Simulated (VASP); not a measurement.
Here is a VASP 6.6.1 calculation.

Contents of INCAR:

```
SYSTEM = CaF
ALGO     = Normal         ! electronic algorithm
EDIFF    = 1E-6           ! SCF threshold, eV
EDIFFG   = -0.01          ! ionic threshold
ENCUT    = 600            ! plane-wave cutoff, eV
GGA      = PE             ! functional
IBRION   = 2              ! ionic algorithm
ISIF     = 3              ! what is computed and relaxed
ISMEAR   = 0              ! smearing method
LASPH    = .TRUE.         ! aspherical terms in the spheres
LCHARG   = .FALSE.        ! write CHGCAR
LREAL    = .FALSE.        ! projectors in reciprocal space
LWAVE    = .FALSE.        ! write WAVECAR
NELM     = 60             ! most SCF steps
NSW      = 100            ! ionic steps
PREC     = Accurate       ! precision mode
SIGMA    = 0.1            ! smearing width, eV
```

Contents of KPOINTS:

```
k-points
0
G
  18 18 18
  0 0 0
```

POSCAR

```
CaF
1.0
    0.0000000000      2.8127294915      2.8127294915
    2.8127294915      0.0000000000      2.8127294915
    2.8127294915      2.8127294915      0.0000000000
Ca F
1 1
Direct
    0.2500000000      0.2500000000      0.2500000000
    0.0000000000      0.0000000000      0.0000000000
```

Potentials or basis: VASP PAW PBE potentials, release 64 (Ca_sv, F).

Command:

```bash
$ cat potpaw_PBE.64/Ca_sv/POTCAR potpaw_PBE.64/F/POTCAR > POTCAR
$ mpirun -np 1 vasp_std > vasp.out
```

Predict the relaxed volume.

22.16 Å³/atom.

Predict the relaxed cell.

a = 3.972 Å, b = 3.972 Å, c = 3.972 Å, α = 60.00°, β = 60.00°, γ = 60.00°.

What does it give for the band gap on the k mesh?

Zero (an odd number of electrons rules out a gap without spin polarisation).

Estimate the space group after relaxing (to 0.1 Å).

F-43m (No. 216).

Final structure:
```
CELL_PARAMETERS angstrom
0.00000 2.80875 2.80875
2.80875 0.00000 2.80875
2.80875 2.80875 0.00000
ATOMIC_POSITIONS crystal
Ca 0.25000 0.25000 0.25000
F 0.00000 0.00000 0.00000
```

Caveat: an odd number of electrons without spin polarisation forces a metal; a magnetic or distorted state may lie lower.
